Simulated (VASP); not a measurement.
Wanted: the native input for a VASP 6.6.1 run.

```
Task                   : relaxation of cell and atoms
Functional             : PBE
Potentials or basis    : VASP PAW PBE potentials, release 64 (Nb_sv, Cd, H)
Cutoff                 : 600 eV
k mesh                 : 8 × 8 × 8
Occupations            : gaussian, width 0.1 eV
Spin                   : no spin polarisation
Dipole correction      : no
Further INCAR settings : ALGO = Fast; EDIFF = 1e-06; IBRION = 2; EDIFFG = -0.025; NSW = 90; ISIF = 3
```

The structure of NbCd3H3 lies in POSCAR:

```
NbCd3H3
1.0
    4.4646823045      0.0000000000      0.0000000000
    0.0000000000      4.4646823045      0.0000000000
    0.0000000000      0.0000000000      4.4646823045
Nb Cd H
1 3 3
Direct
    1.0000000000      0.0000000000      1.0000000000
    1.0000000000      0.5000000000      0.5000000000
    0.5000000000      0.0000000000      0.5000000000
    0.5000000000      0.5000000000      0.0000000000
    0.0000000000      0.0000000000      0.5000000000
    0.5000000000      0.0000000000      0.0000000000
    0.0000000000      0.5000000000      0.0000000000
```

These files were run (other wordings do the same):

INCAR

```
SYSTEM = NbCd3H3
PREC = Accurate
ENCUT = 600
EDIFF = 1E-6
ISMEAR = 0
SIGMA = 0.1
LREAL = .False.
LASPH = .True.
NELM = 80
ALGO = Fast
ISIF = 3
LWAVE = .False.
LCHARG = .False.
GGA = PE
IBRION = 2
NSW = 90
EDIFFG = -0.025
```

KPOINTS

```
regular mesh
0
Gamma
  8 8 8
  0 0 0
```

Potentials or basis: VASP PAW PBE potentials, release 64 (Nb_sv, Cd, H).

The run is started by

```sh
$ cat potpaw_PBE.64/Nb_sv/POTCAR potpaw_PBE.64/Cd/POTCAR potpaw_PBE.64/H/POTCAR > POTCAR
$ mpirun -np 1 vasp_std > vasp.out
```

Results of the run:

```
Relaxed volume                         : 12.79 Å³/atom
Relaxed cell                           : a = 4.474 Å, b = 4.474 Å, c = 4.474 Å, α = 90.00°, β = 90.00°, γ = 90.00°
Space group after relaxing (to 0.05 Å) : Pm-3m (No. 221)
Energy gained by relaxing              : 0.1 meV/atom
Ionic steps                            : 2
Pressure after relaxing                : -0.1 GPa
Band gap on the k mesh                 : zero (band 26 reaches 6.03 eV, above the bottom of band 27 at 5.14 eV)
```

Wall time 8.5 min on 1 thread of Oxide Virtual Turin-like Processor, with other jobs on the host, peak memory 0.25 GiB.
